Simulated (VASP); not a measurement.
C: single point with PBE+D3(BJ)

Crystal: C.

```
C
1.0
     2.46498    0.00000    0.00000
    -1.23249    2.13474    0.00000
     0.00000    0.00000    6.73843
C
4
Direct
  0.00000 0.00000 0.00250
  0.00000 0.00000 0.50250
  0.33333 0.66667 0.00250
  0.66667 0.33333 0.50250
```

```yaml
Program: VASP 6.6.1
Task: single point
Functional: PBE
Dispersion: D3(BJ)
Potentials_or_basis: VASP PAW PBE potentials, release 64 (C)
Cutoff: 520 eV
k_mesh: 18 × 18 × 6
Occupations: gaussian, width 0.15 eV
Spin: no spin polarisation
```

| Item | Value |
| --- | --- |
| Pressure | 0.4 GPa |
| Band gap on the k mesh | zero (band 8 reaches 4.64 eV, above the bottom of band 9 at 4.62 eV) |
| Dispersion energy per atom | -0.156 eV |

Stress tensor (GPa, compression positive):
```
 0.71  0.00  0.00
 0.00  0.71  0.00
 0.00  0.00 -0.08
```

Levels at points of the mesh, in eV from the Fermi level:
```
           k point  band 4  band 5  band 6  band 7  band 8  band 9  band 10  band 11  band 12  band 13
(0.00, 0.00, 0.00)   -6.57   -3.01   -3.01   -3.00   -3.00    4.26     8.33     8.33     8.38     8.38
(0.50, 0.00, 0.00)  -13.16   -6.41   -6.36   -2.75   -2.08    1.51     2.18     7.22     7.60    11.26
(0.00, 0.00, 0.50)   -7.62   -3.00   -3.00   -3.00   -3.00    6.86     6.86     8.35     8.35     8.35
(0.50, 0.00, 0.50)  -13.21   -6.39   -6.39   -2.35   -2.35    1.66     1.66     7.41     7.41    12.55
```

Wall time 50 s on 1 thread of Intel(R) Xeon(R) Platinum 8488C (Sapphire Rapids), on a shared host, peak memory 0.19 GiB.
